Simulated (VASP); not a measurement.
# Ti (P2_1/m) in VASP: single point with PBE

Aim: the single point of Ti with PBE.

Program: VASP 6.6.1. These are calculated values, not measurements. Logs are shortened: lines on timing, memory, paths and dates and some standing lists are left out, and cuts for length are marked.

## 1. The cell of the first run

The structure is monoclinic, space group P2_1/m (No. 11). The conventional cell has a = 3.255 Å, b = 3.255 Å, c = 3.255 Å, α = 90.00°, β = 90.00°, γ = 90.00°. Within 3.4 Å of Ti (site symmetry m) lie 14 Ti at 2.56 to 3.26 Å.

## 2. Single point, PBE (atoms displaced along several vibrational modes)

Contents of INCAR:

```
SYSTEM = Ti
ALGO = Fast ; EDIFF = 1E-6
ENCUT = 520 ; GGA = PE
ISIF = 2 ; ISMEAR = 0
LASPH = .TRUE. ; LCHARG = .FALSE.
LREAL = .FALSE. ; LWAVE = .FALSE.
NBANDS = 19 ; NELM = 100
PREC = Accurate ; SIGMA = 0.15
```

Contents of KPOINTS:

```
k-points
0
G
  14 14 14
  0 0 0
```

Contents of POSCAR:

```
Ti
1.0
    0.0000000000     -3.2552372153      0.0000000000
   -3.2552372153      0.0000000000      0.0000000000
    0.0000000000      0.0000000000     -3.2552372153
Ti
2
Direct
    0.5237156296      0.5474312592      0.5000000000
   -0.0237156296     -0.0474312592      0.0000000000
```

Potentials or basis: VASP PAW PBE potentials, release 64 (Ti_sv).

Run with:

```console
$ cat potpaw_PBE.64/Ti_sv/POTCAR > POTCAR
$ mpirun -np 1 vasp_std > vasp.out
```

OUTCAR:

```text
SYSTEM = Ti
   EDIFF = 1E-6
   ENCUT = 520
   GGA = PE
   ISIF = 2
   ISMEAR = 0
   LASPH = .TRUE.
   LREAL = .FALSE.
   NELM = 100
   PREC = Accurate

 ion  position               nearest neighbor table
   1  0.524  0.547  0.500-   2 2.56   2 2.56   2 2.75   2 2.75
   2  0.976  0.953  0.000-   1 2.56   1 2.56   1 2.75   1 2.75

  LATTYP: Found a simple cubic cell.
 ALAT       =     3.2552372153

  Lattice vectors:

 A1 = (   0.0000000000,  -3.2552372153,   0.0000000000)
 A2 = (  -3.2552372153,   0.0000000000,   0.0000000000)
 A3 = (   0.0000000000,   0.0000000000,  -3.2552372153)

Analysis of symmetry for initial positions (statically):
=====================================================================
 Subroutine PRICEL returns:
 Original cell was already a primitive cell.

 Routine SETGRP: Setting up the symmetry group for a
 simple cubic supercell.

 Subroutine GETGRP returns: Found  4 space group operations
 (whereof  2 operations were pure point group operations)
 out of a pool of 48 trial point group operations.

The static configuration has the point symmetry C_1h.
 The point group associated with its full space group is C_2h.

Analysis of symmetry for dynamics (positions and initial velocities):
=====================================================================
 Subroutine PRICEL returns:
 Original cell was already a primitive cell.

 Routine SETGRP: Setting up the symmetry group for a
 simple cubic supercell.

 Subroutine GETGRP returns: Found  4 space group operations
 (whereof  2 operations were pure point group operations)
 out of a pool of 48 trial point group operations.

The dynamic configuration has the point symmetry C_1h.
 The point group associated with its full space group is C_2h.

 Subroutine INISYM returns: Found  4 space group operations
 (whereof  2 operations are pure point group operations),
 and found     1 'primitive' translations

----------------------------------------------------------------------------------------

                                     Primitive cell

  volume of cell :      34.4943

  direct lattice vectors                    reciprocal lattice vectors
     0.000000000 -3.255237215  0.000000000     0.000000000 -0.307197274  0.000000000
    -3.255237215  0.000000000  0.000000000    -0.307197274  0.000000000  0.000000000
     0.000000000  0.000000000 -3.255237215     0.000000000  0.000000000 -0.307197274

  length of vectors
     3.255237215  3.255237215  3.255237215     0.307197274  0.307197274  0.307197274

  position of ions in fractional coordinates (direct lattice)
     0.523715630  0.547431259  0.500000000
     0.976284370  0.952568741  0.000000000

  ion indices of the primitive-cell ions
   primitive index   ion index
                 1           1
                 2           2

----------------------------------------------------------------------------------------

 KPOINTS: k-points

Automatic generation of k-mesh.
 Grid dimensions read from file:
 generate k-points for:   14   14   14

 Generating k-lattice:

  Cartesian coordinates                     Fractional coordinates (reciprocal lattice)
     0.000000000 -0.021942662  0.000000000     0.071428571  0.000000000  0.000000000
    -0.021942662  0.000000000  0.000000000     0.000000000  0.071428571  0.000000000
     0.000000000  0.000000000 -0.021942662     0.000000000  0.000000000  0.071428571

  Length of vectors
     0.021942662  0.021942662  0.021942662

  Shift w.r.t. Gamma in fractional coordinates (k-lattice)
     0.000000000  0.000000000  0.000000000

 Subroutine IBZKPT returns following result:
 ===========================================

 Found    800 irreducible k-points:

 Following reciprocal coordinates:
            Coordinates               Weight
  0.000000  0.000000  0.000000      1.000000
  0.071429  0.000000  0.000000      2.000000
  0.000000  0.071429  0.000000      2.000000
  0.000000  0.000000  0.071429      2.000000
  0.142857  0.000000  0.000000      2.000000
  0.000000  0.142857  0.000000      2.000000
[... 16 lines left out ...]
  0.071429  0.071429  0.000000      2.000000
  0.000000  0.071429  0.071429      4.000000
 [... further k-points ...]
   k-points           NKPTS =    800   k-points in BZ     NKDIM =    800   number of bands    NBANDS=     19
   number of dos      NEDOS =    301   number of ions     NIONS =      2
   total plane-waves  NPLWV =  13824
   dimension x,y,z NGX =    24 NGY =   24 NGZ =   24
   dimension x,y,z NGXF=    48 NGYF=   48 NGZF=   48
   ions per type =               2
   NGX,Y,Z   is equivalent  to a cutoff of  12.26, 12.26, 12.26 a.u.
   NGXF,Y,Z  is equivalent  to a cutoff of  24.51, 24.51, 24.51 a.u.
 SYSTEM =  Ti
   PREC   = accura    normal or accurate (medium, high low for compatibility)
   ISTART =      0    job   : 0-new  1-cont  2-samecut
   ICHARG =      2    charge: 1-file 2-atom 10-const
   ISPIN  =      1    spin polarized calculation?
   LNONCOLLINEAR =      F non collinear calculations
   LSORBIT =      F    spin-orbit coupling
   LASPH  =      T    aspherical Exc in radial PAW
   ENCUT  =  520.0 eV  38.22 Ry    6.18 a.u.   6.05  6.05  6.05*2*pi/ulx,y,z
   NELM   =    100;   NELMIN=  2; NELMDL= -5     # of ELM steps
   EDIFF  = 0.1E-05   stopping-criterion for ELM
   LREAL  =      F    real-space projection
[... 7 lines left out ...]
   TEBEG  =    0.0;   TEEND  =   0.0 temperature during run
   PSTRESS=    0.0 pullay stress
   NELECT =      24.0000    total number of electrons
   NUPDOWN=      -1.0000    fix difference up-down
   EMIN   =  10.00;   EMAX   =-10.00  energy-range for DOS
   EFERMI =   0.00;   METHOD = LEGACY
   ISMEAR =     0;   SIGMA  =   0.15  broadening in eV -4-tet -1-fermi 0-gaus
   EFERMI_NEDOS =   21; number of points for ismear=-14 and -15
   IALGO  =     68    algorithm
   IMIX   =      4    mixing-type and parameters
     AMIX     =   0.40;   BMIX     =  1.00
     AMIX_MAG =   1.60;   BMIX_MAG =  1.00
  volume/ion in A,a.u.               =      17.25       116.39
  Fermi-wavevector in a.u.,A,eV,Ry     =   1.450650  2.741331 28.631897  2.104385
  Thomas-Fermi vector in A             =   2.568238
   LORBIT       =      0    0 simple, 1 ext, 2 COOP (PROOUT), +10 PAW based schemes
   GGA     = PE    functional components
   LHFCALC =     F    Hartree Fock is set to
   AEXX    =    0.0000 exact exchange contribution
   IVDW    =     0    specifies the selected vdW correction
   LEPSILON=     F    determine dielectric tensor
   LRPA    =     F    only Hartree local field effects (RPA)
 non-spin polarized calculation
 RMM-DIIS sequential band-by-band and
 Gauss-broadening in eV      SIGMA  =   0.15
  energy-cutoff  :      520.00
  volume of cell :       34.49
 maximum number of plane-waves:       952
   NGX = 13   NGY = 13   NGZ = 13

 number of electron      24.0000008 magnetization

 Free energy of the ion-electron system (eV)
  ---------------------------------------------------
  ext. energy  EPLUGINS =         0.00000000
  ---------------------------------------------------
  free energy    TOTEN  =       -15.18088226 eV

  energy without entropy =      -15.12870311  energy(sigma->0) =      -15.15479268

 E-fermi :   8.1216     XC(G=0): -11.4933

 val. band max:        8.1212458303   @ k =   0.3571   0.0714   0.3571
 cond. band min:       8.1219330366   @ k =   0.2857  -0.2143  -0.3571
 fundamental gap:      0.0006872063
 Fermi energy:         8.1216342984

 k-point     1 :       0.0000    0.0000    0.0000
  band No.  band energies     occupation
      1     -48.3646      2.00000
      2     -48.0676      2.00000
      3     -24.7418      2.00000
      4     -24.7354      2.00000
      5     -24.6137      2.00000
      6     -24.2291      2.00000
[... 11 lines left out ...]
     18      11.8287      0.00000
     19      12.3969      0.00000

 k-point     2 :       0.0714    0.0000    0.0000
  band No.  band energies     occupation
      1     -48.3609      2.00000
      2     -48.0703      2.00000
      3     -24.7426      2.00000
      4     -24.7284      2.00000
      5     -24.6123      2.00000
      6     -24.2330      2.00000
[... 11 lines left out ...]
     18      11.8326      0.00000
     19      12.2699      0.00000

 k-point     3 :       0.0000    0.0714    0.0000
  band No.  band energies     occupation
      1     -48.3619      2.00000
      2     -48.0694      2.00000
      3     -24.7395      2.00000
      4     -24.7304      2.00000
      5     -24.6133      2.00000
      6     -24.2390      2.00000
[... 11 lines left out ...]
     18      11.7463      0.00000
     19      12.3405      0.00000

 k-point     4 :       0.0000    0.0000    0.0714
  band No.  band energies     occupation
      1     -48.3604      2.00000
      2     -48.0708      2.00000
      3     -24.7378      2.00000
      4     -24.7366      2.00000
      5     -24.6093      2.00000
      6     -24.2324      2.00000
[... 11 lines left out ...]
     18      11.8166      0.00000
     19      12.2494      0.00000

 k-point     5 :       0.1429    0.0000    0.0000
  band No.  band energies     occupation
      1     -48.3502      2.00000
      2     -48.0785      2.00000
      3     -24.7448      2.00000
      4     -24.7081      2.00000
      5     -24.6082      2.00000
      6     -24.2460      2.00000
[... 11 lines left out ...]
     18      11.7768      0.00000
     19      12.0337      0.00000
[... 334 lines left out ...]
      2     -48.1136      2.00000
      3     -24.6914      2.00000
      4     -24.6134      2.00000
      5     -24.5474      2.00000
      6     -24.4895      2.00000
[... 11 lines left out ...]
     18      11.0071      0.00000
     19      11.5302      0.00000

 k-point    22 :       0.0000    0.0000    0.5000
  band No.  band energies     occupation
      1     -48.2068      2.00000
      2     -48.2068      2.00000
      3     -24.7104      2.00000
      4     -24.7104      2.00000
      5     -24.4123      2.00000
      6     -24.4123      2.00000
[... 11 lines left out ...]
     18      11.0792      0.00000
     19      11.7751      0.00000

 k-point    23 :       0.0714    0.0714    0.0000
  band No.  band energies     occupation
      1     -48.3582      2.00000
      2     -48.0721      2.00000
      3     -24.7307      2.00000
      4     -24.7233      2.00000
      5     -24.6266      2.00000
      6     -24.2283      2.00000
[... 11 lines left out ...]
     18      11.7751      0.00000
     19      12.0937      0.00000

 k-point    24 :       0.0000    0.0714    0.0714
  band No.  band energies     occupation
      1     -48.3578      2.00000
      2     -48.0726      2.00000
      3     -24.7414      2.00000
      4     -24.7275      2.00000
      5     -24.6077      2.00000
      6     -24.2437      2.00000
[... 11 lines left out ...]
     18      11.7217      0.00000
     19      12.2448      0.00000

 [... further k-points ...]

------------------------ aborting loop because EDIFF is reached ----------------------------------------

  FORCE on cell =-STRESS in cart. coord.  units (eV):
  Direction    XX          YY          ZZ          XY          YZ          ZX
  --------------------------------------------------------------------------------------
  -------------------------------------------------------------------------------------
  Total        0.1480997      0.5871242      0.8786122      0.5284402      0.0000000      0.0000000
  in kB        6.8788644     27.2704712     40.8093698     24.5447460      0.0000000      0.0000000
  external PRESSURE =      24.9862351 kB  Pullay stress =       0.0000000 kB

 VOLUME and BASIS-vectors are now :
 -----------------------------------------------------------------------------
  energy-cutoff  :      520.00
  volume of cell :       34.49
      direct lattice vectors                 reciprocal lattice vectors
     0.000000000 -3.255237215  0.000000000     0.000000000 -0.307197274  0.000000000
    -3.255237215  0.000000000  0.000000000    -0.307197274  0.000000000  0.000000000
     0.000000000  0.000000000 -3.255237215     0.000000000  0.000000000 -0.307197274

 POSITION                                       TOTAL-FORCE (eV/Angst)
 -----------------------------------------------------------------------------------
     -1.78202     -1.70482     -1.62762         1.547812      0.973015      0.000000
     -3.10084     -3.17804      0.00000        -1.547812     -0.973015      0.000000
 -----------------------------------------------------------------------------------
    total drift:                                0.000000     -0.000000      0.000000

  FREE ENERGIE OF THE ION-ELECTRON SYSTEM (eV)
  ---------------------------------------------------
  free  energy   TOTEN  =       -15.1808822561 eV

  energy  without entropy=      -15.1287031109  energy(sigma->0) =      -15.15479268
```

Wall time 13 min (1 thread of Intel Xeon 8259CL, shared host); peak memory 0.5 GiB.

What came out:

* Free energy: -15.1809 eV
* Pressure: 2.5 GPa
* Largest force: 1.828 eV/Å
* Band gap on the k mesh: zero (bands 12 and 13 overlap by 1.34 eV)

Forces in eV/Å, atoms in the order of the input:
```
Ti   1.548  0.973  0.000
Ti  -1.548 -0.973  0.000
```

Caveat: the cell differs from its parent crystal (atoms displaced along several vibrational modes); forces of over 1 eV/Å act on the atoms, so gaps and moduli don't describe the material at rest.
